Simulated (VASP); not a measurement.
Runs of VASP 6.6.1 on Ru. The structure is that of space group Im-3m (No. 229), or close to it. The cells are those of the table. 

```csv
potentials or basis,spin,cell,k mesh,cutoff (eV),second run,gap on the mesh (eV),pressure (GPa)
"VASP PAW LDA potentials, release 64 (Ru_pv)",off,"a = 2.699 Å, angles 109.5°, 1 atom",17 × 17 × 17,520,-,none,-27.7
"VASP PAW LDA potentials, release 64 (Ru_pv)","non-collinear, zero start, SOC","a = 2.599 Å, angles 109.5°, 1 atom",15 × 15 × 15,520,-,-,(a)
"VASP PAW LDA potentials, release 64 (Ru_pv)",off,"a = 2.490 Å, angles 109.5°, 1 atom",17 × 17 × 17,520,-,none,58.9
"VASP PAW LDA potentials, release 64 (Ru_pv)",off,"a = 2.527 Å, angles 109.5°, 1 atom",17 × 17 × 17,520,-,none,35.0
"VASP PAW LDA potentials, release 64 (Ru_sv)",off,"a = 2.564 Å, angles 109.5°, 1 atom",17 × 17 × 17,600,valence_matched,none,15.6
"VASP PAW LDA potentials, release 64 (Ru_pv)",off,"a = 2.599 Å, angles 109.5°, 1 atom",17 × 17 × 17,520,-,none,(b)
"VASP PAW LDA potentials, release 64 (Ru_pv)",off,"a = 2.599 Å, angles 109.5°, 1 atom",15 × 15 × 15,520,-,none,0.9
"VASP PAW LDA potentials, release 64 (Ru_pv)",off,"a = 2.599 Å, angles 109.5°, 1 atom",24 × 24 × 24,520,-,none,0.9
```

Alike in all rows: task single point; level LDA; smearing fermi-dirac 0.1 eV.

Estimate the missing entries.

(a) 1.2; (b) 1.0.

A k mesh can miss the band edges, and rows without SOC leave out spin-orbit coupling on Ru.

A gap of «none» marks levels without a gap at the run's occupations.

The runs don't all hold the same shells in valence.
